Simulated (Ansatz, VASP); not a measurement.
**One calculation of ZnS, two programs**

```
Zn S
1.0
     3.80685    0.00000    0.00000
    -1.90343    3.29683    0.00000
     0.00000    0.00000    6.24759
Zn S
2 2
Direct
  0.33333 0.66667 0.00540
  0.66667 0.33333 0.50540
  0.33333 0.66667 0.37960
  0.66667 0.33333 0.87960
```

Alike in both runs: task single point; functional HSE06; k mesh 4 × 4 × 2; occupations gaussian, width 0.05 eV; no spin polarisation.

|  | VASP | Ansatz |
| --- | --- | --- |
| version | VASP 6.6.1 | Ansatz 0.2.0 |
| potentials or method | VASP PAW PBE potentials, release 64 (Zn, S), cutoff 520 eV | scalar-relativistic, plane waves, PAW |
| valence electrons in the cell | 36 | 36 |

|  | VASP | Ansatz | Ansatz less VASP |
| --- | --- | --- | --- |
| gap on the k mesh at the Fermi level (eV) | 3.44 | 3.45 | +0.010 |
| least direct gap on the mesh (eV) | 3.44 | 3.45 | +0.010 |
| pressure (GPa) | 1.6 | 1.6 | +0.01 |
| traceless stress, the component that is largest in VASP (GPa) | -0.34 | -0.32 | +0.013 |
| rms of the force components (eV/Å) | 0.003 | 0.002 | -0.0006 |

Atom by atom the forces differ by 0.001 eV/Å (rms over components). Ansatz's warnings: stress exchange threshold loose, stress scf threshold loose.

The k mesh is coarse, so the values compare programs but aren't converged.
